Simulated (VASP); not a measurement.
# Ta (I4/mmm) in VASP: a series of runs, part 2 of 2

VASP 6.6.1. Earlier steps stand in the parts before.

### Step 4. Single point, r2SCAN (strain -0.0750 x Voigt [0, 0, 1, 0, 0, 0])

The input, POSCAR:

```
Ta
1.0
   -1.6512800000      1.6512800000      1.5274340000
    1.6512800000     -1.6512800000      1.5274340000
    1.6512800000      1.6512800000     -1.5274340000
Ta
1
Direct
    0.0000000000      0.0000000000      0.0000000000
```

The input, INCAR.step1:

```
SYSTEM = Ta
ALGO = Normal
EDIFF = 1E-4
ENCUT = 520
GGA = PE
ISMEAR = 0
LASPH = .TRUE.
LCHARG = .FALSE.
LREAL = .FALSE.
LWAVE = .TRUE.
NBANDS = 12
NELM = 60
PREC = Accurate
SIGMA = 0.15
```

The input, INCAR.step2:

```
SYSTEM = Ta
ALGO = Normal
EDIFF = 1E-6
ENCUT = 520
ISIF = 2
ISMEAR = 0
ISTART = 1
LASPH = .TRUE.
LCHARG = .FALSE.
LMIXTAU = .TRUE.
LREAL = .FALSE.
LWAVE = .FALSE.
METAGGA = R2SCAN
NBANDS = 12
NELM = 60
PREC = Accurate
SIGMA = 0.15
```

The input, KPOINTS:

```
k-points
0
G
  20 20 20
  0 0 0
```

Potentials or basis: VASP PAW PBE potentials, release 64 (Ta_pv).

Run with:

```console
cat potpaw_PBE.64/Ta_pv/POTCAR > POTCAR
cp INCAR.step1 INCAR
mpirun -np 1 vasp_std > vasp.out
cp INCAR.step2 INCAR
mpirun -np 1 vasp_std > vasp.out
```

OUTCAR:

```text
SYSTEM = Ta
   EDIFF = 1E-6
   ENCUT = 520
   ISIF = 2
   ISMEAR = 0
   ISTART = 1
   LASPH = .TRUE.
   LREAL = .FALSE.
   METAGGA = R2SCAN
   NELM = 60
   PREC = Accurate

 ion  position               nearest neighbor table
   1  0.000  0.000  0.000-

  LATTYP: Found a body centered tetragonal cell.
 ALAT       =     3.3025600000
 C/A-ratio  =     0.9250000000

  Lattice vectors:

 A1 = (  -1.6512800000,   1.6512800000,   1.5274340000)
 A2 = (   1.6512800000,  -1.6512800000,   1.5274340000)
 A3 = (   1.6512800000,   1.6512800000,  -1.5274340000)

Analysis of symmetry for initial positions (statically):
=====================================================================
 Subroutine PRICEL returns:
 Original cell was already a primitive cell.

 Routine SETGRP: Setting up the symmetry group for a
 body centered tetragonal supercell.

 Subroutine GETGRP returns: Found 16 space group operations
 (whereof 16 operations were pure point group operations)
 out of a pool of 16 trial point group operations.

The static configuration has the point symmetry D_4h.

Analysis of symmetry for dynamics (positions and initial velocities):
=====================================================================
 Subroutine PRICEL returns:
 Original cell was already a primitive cell.

 Routine SETGRP: Setting up the symmetry group for a
 body centered tetragonal supercell.

 Subroutine GETGRP returns: Found 16 space group operations
 (whereof 16 operations were pure point group operations)
 out of a pool of 16 trial point group operations.

The dynamic configuration has the point symmetry D_4h.

 Subroutine INISYM returns: Found 16 space group operations
 (whereof 16 operations are pure point group operations),
 and found     1 'primitive' translations

----------------------------------------------------------------------------------------

                                     Primitive cell

  volume of cell :      16.6596

  direct lattice vectors                    reciprocal lattice vectors
    -1.651280000  1.651280000  1.527434000     0.000000000  0.302795407  0.327346386
     1.651280000 -1.651280000  1.527434000     0.302795407  0.000000000  0.327346386
     1.651280000  1.651280000 -1.527434000     0.302795407  0.302795407  0.000000000

  length of vectors
     2.790431132  2.790431132  2.790431132     0.445915592  0.445915592  0.428217371

  position of ions in fractional coordinates (direct lattice)
     0.000000000  0.000000000  0.000000000

  ion indices of the primitive-cell ions
   primitive index   ion index
                 1           1

----------------------------------------------------------------------------------------

 KPOINTS: k-points

Automatic generation of k-mesh.
 Grid dimensions read from file:
 generate k-points for:   20   20   20

 Generating k-lattice:

  Cartesian coordinates                     Fractional coordinates (reciprocal lattice)
     0.000000000  0.015139770  0.016367319     0.050000000  0.000000000  0.000000000
     0.015139770  0.000000000  0.016367319     0.000000000  0.050000000  0.000000000
     0.015139770  0.015139770  0.000000000     0.000000000  0.000000000  0.050000000

  Length of vectors
     0.022295780  0.022295780  0.021410869

  Shift w.r.t. Gamma in fractional coordinates (k-lattice)
     0.000000000  0.000000000  0.000000000

 Subroutine IBZKPT returns following result:
 ===========================================

 Found    641 irreducible k-points:

 Following reciprocal coordinates:
            Coordinates               Weight
  0.000000  0.000000  0.000000      1.000000
  0.050000 -0.000000  0.000000      8.000000
  0.100000  0.000000  0.000000      8.000000
  0.150000 -0.000000  0.000000      8.000000
  0.200000  0.000000  0.000000      8.000000
  0.250000  0.000000  0.000000      8.000000
[... 16 lines left out ...]
 -0.400000  0.050000  0.000000     16.000000
 -0.350000  0.050000 -0.000000     16.000000
 [... further k-points ...]
   k-points           NKPTS =    641   k-points in BZ     NKDIM =    641   number of bands    NBANDS=     12
   number of dos      NEDOS =    301   number of ions     NIONS =      1
   total plane-waves  NPLWV =  13824
   dimension x,y,z NGX =    24 NGY =   24 NGZ =   24
   dimension x,y,z NGXF=    48 NGYF=   48 NGZF=   48
   ions per type =               1
   NGX,Y,Z   is equivalent  to a cutoff of  14.30, 14.30, 14.30 a.u.
   NGXF,Y,Z  is equivalent  to a cutoff of  28.60, 28.60, 28.60 a.u.
 SYSTEM =  Ta
   PREC   = accura    normal or accurate (medium, high low for compatibility)
   ISTART =      1    job   : 0-new  1-cont  2-samecut
   ICHARG =      0    charge: 1-file 2-atom 10-const
   ISPIN  =      1    spin polarized calculation?
   LNONCOLLINEAR =      F non collinear calculations
   LSORBIT =      F    spin-orbit coupling
   LASPH  =      T    aspherical Exc in radial PAW
   ENCUT  =  520.0 eV  38.22 Ry    6.18 a.u.   5.19  5.19  5.19*2*pi/ulx,y,z
   NELM   =     60;   NELMIN=  2; NELMDL=  0     # of ELM steps
   EDIFF  = 0.1E-05   stopping-criterion for ELM
   LREAL  =      F    real-space projection
   EDIFFG = 0.1E-04   stopping-criterion for IOM
   NSW    =      0    number of steps for IOM
   IBRION =     -1    ionic relax: 0-MD 1-quasi-New 2-CG
   NFREE  =      0    steps in history (QN), initial steepest desc. (CG)
   ISIF   =      2    stress and relaxation
   ISYM   =      2    0-nonsym 1-usesym 2-fastsym
   POTIM  = 0.5000    time-step for ionic-motion
   TEBEG  =    0.0;   TEEND  =   0.0 temperature during run
   PSTRESS=    0.0 pullay stress
   NELECT =      11.0000    total number of electrons
   NUPDOWN=      -1.0000    fix difference up-down
   EMIN   =  10.00;   EMAX   =-10.00  energy-range for DOS
   EFERMI =   0.00;   METHOD = LEGACY
   ISMEAR =     0;   SIGMA  =   0.15  broadening in eV -4-tet -1-fermi 0-gaus
   EFERMI_NEDOS =   21; number of points for ismear=-14 and -15
   IALGO  =     38    algorithm
   IMIX   =      4    mixing-type and parameters
     AMIX     =   0.40;   BMIX     =  1.00
     AMIX_MAG =   1.60;   BMIX_MAG =  1.00
  volume/ion in A,a.u.               =      16.66       112.42
  Fermi-wavevector in a.u.,A,eV,Ry     =   1.425556  2.693911 27.649913  2.032211
  Thomas-Fermi vector in A             =   2.545928
   LORBIT       =      0    0 simple, 1 ext, 2 COOP (PROOUT), +10 PAW based schemes
   METAGGA = R2SCAN    functional components
   LHFCALC =     F    Hartree Fock is set to
   AEXX    =    0.0000 exact exchange contribution
   IVDW    =     0    specifies the selected vdW correction
   LEPSILON=     F    determine dielectric tensor
   LRPA    =     F    only Hartree local field effects (RPA)
 non-spin polarized calculation
 Gauss-broadening in eV      SIGMA  =   0.15
  energy-cutoff  :      520.00
  volume of cell :       16.66
 maximum number of plane-waves:       466
 NGX is ok and might be reduce to    24
   NGX = 11   NGY = 11   NGZ = 11

 number of electron      11.0000002 magnetization

 Free energy of the ion-electron system (eV)
  ---------------------------------------------------
  ext. energy  EPLUGINS =         0.00000000
  ---------------------------------------------------
  free energy    TOTEN  =       -48.47367463 eV

  energy without entropy =      -48.45931851  energy(sigma->0) =      -48.46649657

 E-fermi :   5.9921     XC(G=0): -14.2287

 val. band max:        5.9918106389   @ k =  -0.1000   0.1500   0.0500
 cond. band min:       5.9951235841   @ k =   0.3000   0.0500   0.0000
 fundamental gap:      0.0033129452
 Fermi energy:         5.9921056444

 k-point     1 :       0.0000    0.0000    0.0000
  band No.  band energies     occupation
      1     -27.9184      2.00000
      2     -27.9184      2.00000
      3     -27.8981      2.00000
      4      -2.6436      2.00000
      5       6.0570      0.54067
      6       7.2875      0.00000
      7       7.2875      0.00000
      8       9.6740      0.00000
      9      11.3619      0.00000
     10      18.4713      0.00000
     11      21.6553      0.00000
     12      21.6553      0.00000
[... 331 lines left out ...]
 k-point    24 :      -0.3500    0.0500   -0.0000
  band No.  band energies     occupation
      1     -29.0862      2.00000
      2     -28.3081      2.00000
      3     -27.9685      2.00000
      4       0.9244      2.00000
      5       4.4511      2.00000
      6       5.9641      1.20797
      7      10.6027      0.00000
      8      11.0112      0.00000
      9      11.7237      0.00000
     10      18.4708      0.00000
     11      20.7811      0.00000
     12      23.9816      0.00000

 [... further k-points ...]
[... 5 lines left out ...]
  --------------------------------------------------------------------------------------
  -------------------------------------------------------------------------------------
  Total        1.8096192      1.8096192      2.7396021      0.0000000      0.0000000     -0.0000000
  in kB      174.0339171    174.0339171    263.4718258      0.0000000      0.0000000     -0.0000000
  external PRESSURE =     203.8465533 kB  Pullay stress =       0.0000000 kB

 VOLUME and BASIS-vectors are now :
 -----------------------------------------------------------------------------
  energy-cutoff  :      520.00
  volume of cell :       16.66
      direct lattice vectors                 reciprocal lattice vectors
    -1.651280000  1.651280000  1.527434000     0.000000000  0.302795407  0.327346386
     1.651280000 -1.651280000  1.527434000     0.302795407  0.000000000  0.327346386
     1.651280000  1.651280000 -1.527434000     0.302795407  0.302795407  0.000000000

 POSITION                                       TOTAL-FORCE (eV/Angst)
 -----------------------------------------------------------------------------------
      0.00000      0.00000      0.00000        -0.000000     -0.000000     -0.000000
 -----------------------------------------------------------------------------------
    total drift:                                0.000000      0.000000      0.000000

  FREE ENERGIE OF THE ION-ELECTRON SYSTEM (eV)
  ---------------------------------------------------
  free  energy   TOTEN  =       -48.4736746293 eV

  energy  without entropy=      -48.4593185113  energy(sigma->0) =      -48.46649657
```

OSZICAR.step1:

```text
N       E                     dE             d eps       ncg     rms          rms(c)
DAV:   1     0.612924333928E+02    0.61292E+02   -0.61548E+03 15460   0.890E+02
DAV:   2    -0.111096422648E+02   -0.72402E+02   -0.70583E+02 17152   0.248E+02
DAV:   3    -0.120866123334E+02   -0.97697E+00   -0.96932E+00 18316   0.271E+01
DAV:   4    -0.120888590187E+02   -0.22467E-02   -0.22465E-02 16840   0.145E+00
DAV:   5    -0.120888651671E+02   -0.61484E-05   -0.61482E-05 16904   0.730E-02    0.155E+01
DAV:   6    -0.117857468067E+02    0.30312E+00   -0.23525E-01 17996   0.528E+00    0.787E+00
DAV:   7    -0.116878213815E+02    0.97925E-01   -0.22259E-01 17792   0.485E+00    0.422E-01
DAV:   8    -0.116867184208E+02    0.11030E-02   -0.55974E-03 16304   0.713E-01    0.121E-01
DAV:   9    -0.116866846573E+02    0.33763E-04   -0.10230E-04 12300   0.116E-01
   1 F= -.11686685E+02 E0= -.11679143E+02  d E =-.150824E-01
```

It took 4.4 min on 1 thread of AMD EPYC 9R45 (Zen 5), shared host; peak memory 0.22 GiB.

Results:

| Quantity | Value |
| --- | --- |
| Free energy | -48.4737 eV |
| Pressure | 20.4 GPa |
| Band gap on the k mesh | zero (an odd number of electrons rules out a gap without spin polarisation) |

Levels at points of the mesh, in eV from the Fermi level:
```csv
k point,band 1,band 2,band 3,band 4,band 5,band 6,band 7,band 8,band 9,band 10
"(0.00, 0.00, 0.00)",-33.91,-33.91,-33.89,-8.64,0.06,1.30,1.30,3.68,5.37,12.48
"(0.50, 0.00, 0.00)",-35.49,-34.43,-33.97,-4.94,-2.21,2.13,4.60,6.42,8.85,12.48
"(0.50, 0.50, 0.00)",-35.50,-34.32,-33.87,-4.98,-0.97,1.44,3.47,5.20,8.71,12.48
"(0.50, 0.50, 0.50)",-35.06,-35.06,-34.81,-4.59,-4.37,7.69,7.69,8.00,9.07,9.07
```

Caveat: the cell differs from its parent crystal (strain -0.0750 x Voigt [0, 0, 1, 0, 0, 0]); the cell stands under pressure; the PAW data sets were made with another functional, which shifts forces and pressure a little; spin-orbit coupling is left out, which moves the levels of the heavy elements.

### Step 5. Single point, r2SCAN (strain +0.0750 x Voigt [0, 0, 1, 0, 0, 0])

The input, POSCAR:

```
Ta
1.0
   -1.6512800000      1.6512800000      1.7751260000
    1.6512800000     -1.6512800000      1.7751260000
    1.6512800000      1.6512800000     -1.7751260000
Ta
1
Direct
    0.0000000000      0.0000000000      0.0000000000
```

The input, INCAR.step1:

```
PREC     = Accurate       # precision mode
ENCUT    = 520            # plane-wave cutoff, eV
ISMEAR   = 0              # smearing method
SIGMA    = 0.15           # smearing width, eV
LREAL    = F              # projectors in reciprocal space
LASPH    = T              # aspherical terms in the spheres
NELM     = 80             # most SCF steps
NBANDS   = 12             # bands
GGA      = PE             # functional
ALGO     = Normal         # electronic algorithm
EDIFF    = 1E-4           # SCF threshold, eV
LWAVE    = T              # write WAVECAR
LCHARG   = F              # write CHGCAR
```

The input, INCAR.step2:

```
PREC     = Accurate       # precision mode
ENCUT    = 520            # plane-wave cutoff, eV
EDIFF    = 1E-7           # SCF threshold, eV
ISMEAR   = 0              # smearing method
SIGMA    = 0.15           # smearing width, eV
LREAL    = F              # projectors in reciprocal space
LASPH    = T              # aspherical terms in the spheres
NELM     = 80             # most SCF steps
ALGO     = Normal         # electronic algorithm
ISIF     = 2              # what is computed and relaxed
LWAVE    = F              # write WAVECAR
LCHARG   = T              # write CHGCAR
METAGGA  = R2SCAN         # meta-GGA
LMIXTAU  = T            
LELF     = T              # ELF
LVHAR    = T            
NBANDS   = 12             # bands
ISTART   = 1
```

The input, KPOINTS:

```
Automatic mesh
0
Gamma
  20 20 20
```

Run with:

```console
cat potpaw_PBE.64/Ta_pv/POTCAR > POTCAR
cp INCAR.step1 INCAR
mpirun -np 1 vasp_std > vasp.out
cp INCAR.step2 INCAR
mpirun -np 1 vasp_std > vasp.out
```

Wall time 5.5 min (1 thread of AMD EPYC 9R45 (Zen 5), shared host); peak memory 0.23 GiB.

It converged, with:

```yaml
Free_energy: -48.5200 eV
Pressure: -11.5 GPa
Band_gap_on_the_k_mesh: zero (an odd number of electrons rules out a gap without spin polarisation)
```

Stress tensor (GPa, compression positive):
```
 -9.59   0.00   0.00
  0.00  -9.59   0.00
  0.00   0.00 -15.37
```

Levels at points of the mesh, in eV from the Fermi level:
```csv
k point,band 3,band 4,band 5,band 6,band 7,band 8,band 9,band 10
"(0.00, 0.00, 0.00)",-34.55,-8.07,0.57,0.57,1.44,3.42,4.56,11.74
"(0.50, 0.00, 0.00)",-34.55,-4.29,-1.05,0.98,3.25,4.95,7.25,11.00
"(0.50, 0.50, 0.00)",-34.59,-4.21,-1.96,1.49,4.64,5.23,7.46,11.45
"(0.50, 0.50, 0.50)",-35.17,-3.63,-3.43,6.37,6.59,6.59,7.07,8.99
```

Caveat: the cell differs from its parent crystal (strain +0.0750 x Voigt [0, 0, 1, 0, 0, 0]); the cell stands under tension; the PAW data sets were made with another functional, which shifts forces and pressure a little; spin-orbit coupling is left out, which moves the levels of the heavy elements.

### Step 6. Overview

| cell | gap on the mesh (eV) | pressure (GPa) |
| --- | --- | --- |
| a = 2.725 Å, angles 105.4, 105.4, 118.0°, 1 atom | none | 49.5 |
| a = 2.757 Å, angles 106.4, 106.4, 115.8°, 1 atom | none | 33.2 |
| a = 2.790 Å, angles 107.4, 107.4, 113.6°, 1 atom | none | 20.4 |
| a = 2.933 Å, angles 111.5, 111.5, 105.5°, 1 atom | none | -11.5 |

Alike in all rows: task single point; level r2SCAN; potentials or basis VASP PAW PBE potentials, release 64 (Ta_pv); no spin polarisation; k mesh 20 × 20 × 20; cutoff (eV) 520; smearing gaussian 0.15 eV.

Caveats: the PAW data sets were made with another functional, which shifts forces and pressure a little; spin-orbit coupling is left out, which moves the levels of the heavy elements; the cell stands under pressure (at least some runs); the cell stands under tension (at least some runs).

Total energies depend on the potentials used, so only differences within one code and one set of settings carry meaning.
